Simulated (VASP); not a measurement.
# Ti (P6_3/mmc) in VASP: notebook

Runs on Ti. Level: LDA. Tasks: single point.

Everything below comes from runs of VASP 6.6.1. Logs are shortened: lines on timing, memory, paths and dates and some standing lists are left out, and cuts for length are marked.

### Step 1. The cell of the first run

The structure is hexagonal, space group P6_3/mmc (No. 194). Conventional cell: a = 2.814 Å, b = 2.814 Å, c = 4.468 Å, α = 90.00°, β = 90.00°, γ = 120.00°. Ti (site symmetry -6m2) has 12 Ti at 2.76 to 2.81 Å within 3.6 Å.

### Step 2. Single point, LDA

Contents of INCAR:

```
PREC = Accurate
ENCUT = 520
EDIFF = 1E-6
ISMEAR = -1
SIGMA = 0.08
LREAL = False
LASPH = True
NELM = 60
ALGO = Normal
ISIF = 2
LWAVE = False
LCHARG = True
LELF = True
LVHAR = True
NBANDS = 19
```

Contents of KPOINTS:

```
Automatic mesh
0
Gamma
  18 18 10
```

Contents of POSCAR:

```
Ti
1.0
    2.8138758506      0.0000000000      0.0000000000
   -1.4069379253      2.4368879697      0.0000000000
    0.0000000000      0.0000000000      4.4675269472
Ti
2
Direct
    0.3333333333      0.6666666667      0.2500000000
    0.6666666667      0.3333333333      0.7500000000
```

Potentials or basis: VASP PAW LDA potentials, release 64 (Ti_sv).

Run with:

```sh
$ cat potpaw_LDA.64/Ti_sv/POTCAR > POTCAR
$ mpirun -np 1 vasp_std > vasp.out
```

OUTCAR:

```text
PREC = Accurate
   ENCUT = 520
   EDIFF = 1E-6
   ISMEAR = -1
   LREAL = False
   LASPH = True
   NELM = 60
   ISIF = 2

 ion  position               nearest neighbor table
   1  0.333  0.667  0.250-   2 2.76   2 2.76   2 2.76   2 2.76   2 2.76   2 2.76
   2  0.667  0.333  0.750-   1 2.76   1 2.76   1 2.76   1 2.76   1 2.76   1 2.76

  LATTYP: Found a hexagonal cell.
 ALAT       =     2.8138758506
 C/A-ratio  =     1.5876773477

  Lattice vectors:

 A1 = (   2.8138758506,   0.0000000000,   0.0000000000)
 A2 = (  -1.4069379253,   2.4368879697,   0.0000000000)
 A3 = (   0.0000000000,   0.0000000000,   4.4675269472)

Analysis of symmetry for initial positions (statically):
=====================================================================
 Subroutine PRICEL returns:
 Original cell was already a primitive cell.

 Routine SETGRP: Setting up the symmetry group for a
 hexagonal supercell.

 Subroutine GETGRP returns: Found 24 space group operations
 (whereof 12 operations were pure point group operations)
 out of a pool of 24 trial point group operations.

The static configuration has the point symmetry D_3d.
 The point group associated with its full space group is D_6h.

Analysis of symmetry for dynamics (positions and initial velocities):
=====================================================================
 Subroutine PRICEL returns:
 Original cell was already a primitive cell.

 Routine SETGRP: Setting up the symmetry group for a
 hexagonal supercell.

 Subroutine GETGRP returns: Found 24 space group operations
 (whereof 12 operations were pure point group operations)
 out of a pool of 24 trial point group operations.

The dynamic configuration has the point symmetry D_3d.
 The point group associated with its full space group is D_6h.

 Subroutine INISYM returns: Found 24 space group operations
 (whereof 12 operations are pure point group operations),
 and found     1 'primitive' translations

----------------------------------------------------------------------------------------

                                     Primitive cell

  volume of cell :      30.6343

  direct lattice vectors                    reciprocal lattice vectors
     2.813875851  0.000000000  0.000000000     0.355381706  0.205179724  0.000000000
    -1.406937925  2.436887970  0.000000000     0.000000000  0.410359447  0.000000000
     0.000000000  0.000000000  4.467526947     0.000000000  0.000000000  0.223837486

  length of vectors
     2.813875851  2.813875851  4.467526947     0.410359447  0.410359447  0.223837486

  position of ions in fractional coordinates (direct lattice)
     0.333333333  0.666666667  0.250000000
     0.666666667  0.333333333  0.750000000

  ion indices of the primitive-cell ions
   primitive index   ion index
                 1           1
                 2           2

----------------------------------------------------------------------------------------

 KPOINTS: Automatic mesh

Automatic generation of k-mesh.
 Grid dimensions read from file:
 generate k-points for:   18   18   10

 Generating k-lattice:

  Cartesian coordinates                     Fractional coordinates (reciprocal lattice)
     0.019743428  0.011398874  0.000000000     0.055555556  0.000000000  0.000000000
     0.000000000  0.022797747  0.000000000     0.000000000  0.055555556  0.000000000
     0.000000000  0.000000000  0.022383749     0.000000000  0.000000000  0.100000000

  Length of vectors
     0.022797747  0.022797747  0.022383749

  Shift w.r.t. Gamma in fractional coordinates (k-lattice)
     0.000000000  0.000000000  0.000000000

 Subroutine IBZKPT returns following result:
 ===========================================

 Found    222 irreducible k-points:

 Following reciprocal coordinates:
            Coordinates               Weight
  0.000000  0.000000  0.000000      1.000000
  0.055556 -0.000000  0.000000      6.000000
  0.111111 -0.000000  0.000000      6.000000
  0.166667  0.000000  0.000000      6.000000
  0.222222 -0.000000  0.000000      6.000000
  0.277778  0.000000  0.000000      6.000000
[... 16 lines left out ...]
  0.333333  0.111111  0.000000     12.000000
  0.388889  0.111111  0.000000     12.000000
 [... further k-points ...]
   k-points           NKPTS =    222   k-points in BZ     NKDIM =    222   number of bands    NBANDS=     19
   number of dos      NEDOS =    301   number of ions     NIONS =      2
   total plane-waves  NPLWV =  20736
   dimension x,y,z NGX =    24 NGY =   24 NGZ =   36
   dimension x,y,z NGXF=    48 NGYF=   48 NGZF=   72
   ions per type =               2
   NGX,Y,Z   is equivalent  to a cutoff of  14.18, 14.18, 13.40 a.u.
   NGXF,Y,Z  is equivalent  to a cutoff of  28.36, 28.36, 26.79 a.u.
 SYSTEM =  unknown system
   PREC   = accura    normal or accurate (medium, high low for compatibility)
   ISTART =      0    job   : 0-new  1-cont  2-samecut
   ICHARG =      2    charge: 1-file 2-atom 10-const
   ISPIN  =      1    spin polarized calculation?
   LNONCOLLINEAR =      F non collinear calculations
   LSORBIT =      F    spin-orbit coupling
   LASPH  =      T    aspherical Exc in radial PAW
   ENCUT  =  520.0 eV  38.22 Ry    6.18 a.u.   5.23  5.23  8.31*2*pi/ulx,y,z
   NELM   =     60;   NELMIN=  2; NELMDL= -5     # of ELM steps
   EDIFF  = 0.1E-05   stopping-criterion for ELM
   LREAL  =      F    real-space projection
   EDIFFG = 0.1E-04   stopping-criterion for IOM
   NSW    =      0    number of steps for IOM
   IBRION =     -1    ionic relax: 0-MD 1-quasi-New 2-CG
   NFREE  =      0    steps in history (QN), initial steepest desc. (CG)
   ISIF   =      2    stress and relaxation
   ISYM   =      2    0-nonsym 1-usesym 2-fastsym
   POTIM  = 0.5000    time-step for ionic-motion
   TEBEG  =    0.0;   TEEND  =   0.0 temperature during run
   PSTRESS=    0.0 pullay stress
   NELECT =      24.0000    total number of electrons
   NUPDOWN=      -1.0000    fix difference up-down
   EMIN   =  10.00;   EMAX   =-10.00  energy-range for DOS
   EFERMI =   0.00;   METHOD = LEGACY
   ISMEAR =    -1;   SIGMA  =   0.08  broadening in eV -4-tet -1-fermi 0-gaus
   EFERMI_NEDOS =   21; number of points for ismear=-14 and -15
   IALGO  =     38    algorithm
   IMIX   =      4    mixing-type and parameters
     AMIX     =   0.40;   BMIX     =  1.00
     AMIX_MAG =   1.60;   BMIX_MAG =  1.00
  volume/ion in A,a.u.               =      15.32       103.37
  Fermi-wavevector in a.u.,A,eV,Ry     =   1.509186  2.851947 30.989194  2.277642
  Thomas-Fermi vector in A             =   2.619541
   LORBIT       =      0    0 simple, 1 ext, 2 COOP (PROOUT), +10 PAW based schemes
   GGA     = CA    functional components
   LHFCALC =     F    Hartree Fock is set to
   AEXX    =    0.0000 exact exchange contribution
   IVDW    =     0    specifies the selected vdW correction
   LEPSILON=     F    determine dielectric tensor
   LRPA    =     F    only Hartree local field effects (RPA)
 non-spin polarized calculation
  energy-cutoff  :      520.00
  volume of cell :       30.63
 maximum number of plane-waves:       840
 NGX is ok and might be reduce to    24
   NGX = 11   NGY = 11   NGZ = 17

 number of electron      23.9999998 magnetization

 Free energy of the ion-electron system (eV)
  ---------------------------------------------------
  ext. energy  EPLUGINS =         0.00000000
  ---------------------------------------------------
  free energy    TOTEN  =       -17.09013797 eV

  energy without entropy =      -17.04587870  energy(sigma->0) =      -17.06800834

 E-fermi :   9.4748     XC(G=0): -12.3991

 val. band max:        9.4723047862   @ k =   0.3889   0.1667   0.3000
 cond. band min:       9.4795469868   @ k =   0.3333   0.1667   0.4000
 fundamental gap:      0.0072422006
 Fermi energy:         9.4747953984

 k-point     1 :       0.0000    0.0000    0.0000
  band No.  band energies     occupation
      1     -46.4899      2.00000
      2     -46.2539      2.00000
      3     -23.6285      2.00000
      4     -22.6686      2.00000
      5     -22.6686      2.00000
      6     -22.5457      2.00000
[... 11 lines left out ...]
     18      11.3099      0.00000
     19      13.1239      0.00000

 k-point     2 :       0.0556   -0.0000    0.0000
  band No.  band energies     occupation
      1     -46.4846      2.00000
      2     -46.2517      2.00000
      3     -23.6180      2.00000
      4     -22.6907      2.00000
      5     -22.6759      2.00000
      6     -22.5499      2.00000
[... 11 lines left out ...]
     18      11.2502      0.00000
     19      13.1572      0.00000

 k-point     3 :       0.1111   -0.0000    0.0000
  band No.  band energies     occupation
      1     -46.4691      2.00000
      2     -46.2456      2.00000
      3     -23.5873      2.00000
      4     -22.7546      2.00000
      5     -22.6967      2.00000
      6     -22.6088      2.00000
[... 11 lines left out ...]
     18      11.1447      0.00000
     19      13.2406      0.00000

 k-point     4 :       0.1667    0.0000    0.0000
  band No.  band energies     occupation
      1     -46.4448      2.00000
      2     -46.2365      2.00000
      3     -23.5381      2.00000
      4     -22.8530      2.00000
      5     -22.7275      2.00000
      6     -22.7070      2.00000
[... 11 lines left out ...]
     18      11.4497      0.00000
     19      13.3422      0.00000

 k-point     5 :       0.2222   -0.0000    0.0000
  band No.  band energies     occupation
      1     -46.4141      2.00000
      2     -46.2262      2.00000
      3     -23.4738      2.00000
      4     -22.9743      2.00000
      5     -22.8239      2.00000
      6     -22.7641      2.00000
[... 11 lines left out ...]
     18      11.8451      0.00000
     19      13.4376      0.00000
[... 334 lines left out ...]
      2     -46.2139      2.00000
      3     -23.3741      2.00000
      4     -23.0986      2.00000
      5     -23.0050      2.00000
      6     -22.7991      2.00000
[... 11 lines left out ...]
     18      12.7201      0.00000
     19      13.4496      0.00000

 k-point    22 :       0.2778    0.1111    0.0000
  band No.  band energies     occupation
      1     -46.3359      2.00000
      2     -46.2080      2.00000
      3     -23.2956      2.00000
      4     -23.2124      2.00000
      5     -23.0809      2.00000
      6     -22.8536      2.00000
[... 11 lines left out ...]
     18      13.2926      0.00000
     19      13.4868      0.00000

 k-point    23 :       0.3333    0.1111    0.0000
  band No.  band energies     occupation
      1     -46.3062      2.00000
      2     -46.2058      2.00000
      3     -23.3050      2.00000
      4     -23.2193      2.00000
      5     -23.1418      2.00000
      6     -22.8978      2.00000
[... 11 lines left out ...]
     18      13.5114      0.00000
     19      13.8850      0.00000

 k-point    24 :       0.3889    0.1111    0.0000
  band No.  band energies     occupation
      1     -46.2842      2.00000
      2     -46.2069      2.00000
      3     -23.3650      2.00000
      4     -23.1815      2.00000
      5     -23.1576      2.00000
      6     -22.9262      2.00000
[... 11 lines left out ...]
     18      13.5250      0.00000
     19      14.4792      0.00000

 [... further k-points ...]
[... 5 lines left out ...]
  --------------------------------------------------------------------------------------
  -------------------------------------------------------------------------------------
  Total        1.3008625      1.3008625      1.3019387      0.0000000      0.0000000      0.0000000
  in kB       68.0352990     68.0352990     68.0915832      0.0000000      0.0000000      0.0000000
  external PRESSURE =      68.0540604 kB  Pullay stress =       0.0000000 kB

 VOLUME and BASIS-vectors are now :
 -----------------------------------------------------------------------------
  energy-cutoff  :      520.00
  volume of cell :       30.63
      direct lattice vectors                 reciprocal lattice vectors
     2.813875851  0.000000000  0.000000000     0.355381706  0.205179724  0.000000000
    -1.406937925  2.436887970  0.000000000     0.000000000  0.410359447  0.000000000
     0.000000000  0.000000000  4.467526947     0.000000000  0.000000000  0.223837486

 POSITION                                       TOTAL-FORCE (eV/Angst)
 -----------------------------------------------------------------------------------
     -0.00000      1.62459      1.11688        -0.000000      0.000000      0.000000
      1.40694      0.81230      3.35065         0.000000     -0.000000      0.000000
 -----------------------------------------------------------------------------------
    total drift:                               -0.000000      0.000000     -0.000000

  FREE ENERGIE OF THE ION-ELECTRON SYSTEM (eV)
  ---------------------------------------------------
  free  energy   TOTEN  =       -17.0901379694 eV

  energy  without entropy=      -17.0458787035  energy(sigma->0) =      -17.06800834
```

It took 44 s on 1 thread of Intel Xeon 6975P-C (Granite Rapids), shared host; peak memory 0.21 GiB.

Results:

```
Free energy            : -17.0901 eV
Pressure               : 6.8 GPa
Band gap on the k mesh : zero (band 12 reaches 10.37 eV, above the bottom of band 13 at 9.20 eV)
```

### Step 3. Single point, LDA

This run uses another cell than the first one, of 15.64 Å³/atom, 1.021 times its volume.

Contents of INCAR:

```
SYSTEM = Ti
ALGO = Normal
EDIFF = 1E-6
ENCUT = 520
GGA = CA
ISIF = 2
ISMEAR = -1
LASPH = .TRUE.
LCHARG = .TRUE.
LELF = .TRUE.
LREAL = .FALSE.
LVHAR = .TRUE.
LWAVE = .FALSE.
NBANDS = 19
NELM = 60
PREC = Accurate
SIGMA = 0.08
```

Contents of KPOINTS:

```
k-points
0
G
  18 18 10
  0 0 0
```

Contents of POSCAR:

```
Ti
1.0
    2.8343363704      0.0000000000      0.0000000000
   -1.4171681852      2.4546072996      0.0000000000
    0.0000000000      0.0000000000      4.4954703028
Ti
2
Direct
    0.3333333333      0.6666666667      0.2500000000
    0.6666666667      0.3333333333      0.7500000000
```

Potentials or basis: VASP PAW LDA potentials, release 64 (Ti_sv).

Run with:

```sh
$ cat potpaw_LDA.64/Ti_sv/POTCAR > POTCAR
$ mpirun -np 1 vasp_std > vasp.out
```

Run time: 49 s. Hardware: 1 thread of Intel Xeon 6975P-C (Granite Rapids), shared host; peak memory 0.21 GiB.

Results (log left out):

```
Free energy            : -17.1113 eV
Pressure               : 3.8 GPa
Band gap on the k mesh : zero (band 12 reaches 10.12 eV, above the bottom of band 13 at 8.96 eV)
```

Levels at points of the mesh, in eV from the Fermi level:
```csv
k point,band 10,band 11,band 12,band 13,band 14,band 15
"(0.00, 0.00, 0.00)",-2.93,0.81,0.81,0.95,1.22,1.39
"(0.50, 0.00, 0.00)",-2.44,-2.12,-0.39,0.47,0.73,1.34
"(0.00, 0.00, 0.50)",-4.34,0.10,0.10,0.70,0.70,0.70
"(0.50, 0.00, 0.50)",-2.82,-0.95,-0.95,1.73,1.73,1.92
```

### Step 4. Single point, LDA

This run uses another cell than the first one, of 15.87 Å³/atom, 1.036 times its volume.

Contents of INCAR:

```
PREC     = Accurate       # precision mode
ENCUT    = 520            # plane-wave cutoff, eV
EDIFF    = 1E-7           # SCF threshold, eV
ISMEAR   = -1             # smearing method
SIGMA    = 0.08           # smearing width, eV
LREAL    = False          # projectors in reciprocal space
LASPH    = True           # aspherical terms in the spheres
NELM     = 100            # most SCF steps
ALGO     = Normal         # electronic algorithm
ISIF     = 2              # what is computed and relaxed
LWAVE    = False          # write WAVECAR
LCHARG   = False          # write CHGCAR
NBANDS   = 19             # bands
```

Contents of KPOINTS:

```
Automatic mesh
0
Gamma
  18 18 10
```

Contents of POSCAR:

```
Ti
1.0
    2.8488271333      0.0000000000      0.0000000000
   -1.4244135667      2.4671566684      0.0000000000
    0.0000000000      0.0000000000      4.5149185140
Ti
2
Direct
    0.3333333333      0.6666666667      0.2500000000
    0.6666666667      0.3333333333      0.7500000000
```

Run with:

```sh
$ cat potpaw_LDA.64/Ti_sv/POTCAR > POTCAR
$ mpirun -np 1 vasp_std > vasp.out
```

Wall time 57 s (1 thread of Intel Xeon 6975P-C (Granite Rapids), shared host); peak memory 0.21 GiB.

The run converged. Its results:

| Quantity | Value |
| --- | --- |
| Free energy | -17.1193 eV |
| Pressure | 1.8 GPa |
| Band gap on the k mesh | zero (band 12 reaches 9.94 eV, above the bottom of band 13 at 8.79 eV) |

Levels at points of the mesh, in eV from the Fermi level:
| k point | band 8 | band 9 | band 10 | band 11 | band 12 | band 13 | band 14 | band 15 | band 16 | band 17 |
| --- | --- | --- | --- | --- | --- | --- | --- | --- | --- | --- |
| (0.00, 0.00, 0.00) | -32.10 | -6.31 | -2.89 | 0.80 | 0.80 | 0.95 | 1.17 | 1.37 | 1.37 | 1.76 |
| (0.50, 0.00, 0.00) | -32.20 | -2.43 | -2.42 | -2.08 | -0.42 | 0.47 | 0.72 | 1.32 | 3.74 | 3.99 |
| (0.00, 0.00, 0.50) | -32.17 | -4.33 | -4.33 | 0.10 | 0.10 | 0.70 | 0.70 | 0.70 | 0.70 | 3.11 |
| (0.50, 0.00, 0.50) | -32.32 | -2.77 | -2.77 | -0.93 | -0.93 | 1.68 | 1.68 | 1.89 | 1.89 | 3.90 |

### Step 5. Summary

| cell | gap on the mesh (eV) | pressure (GPa) |
| --- | --- | --- |
| a = 2.814, b = 2.814, c = 4.468 Å, angles 90.0, 90.0, 120.0°, 2 atoms | none | 6.8 |
| a = 2.834, b = 2.834, c = 4.495 Å, angles 90.0, 90.0, 120.0°, 2 atoms | none | 3.8 |
| a = 2.849, b = 2.849, c = 4.515 Å, angles 90.0, 90.0, 120.0°, 2 atoms | none | 1.8 |

Alike in all rows: task single point; level LDA; potentials or basis VASP PAW LDA potentials, release 64 (Ti_sv); no spin polarisation; k mesh 18 × 18 × 10; cutoff (eV) 520; smearing fermi-dirac 0.08 eV.

Total energies depend on the potentials used, so only differences within one code and one set of settings carry meaning.
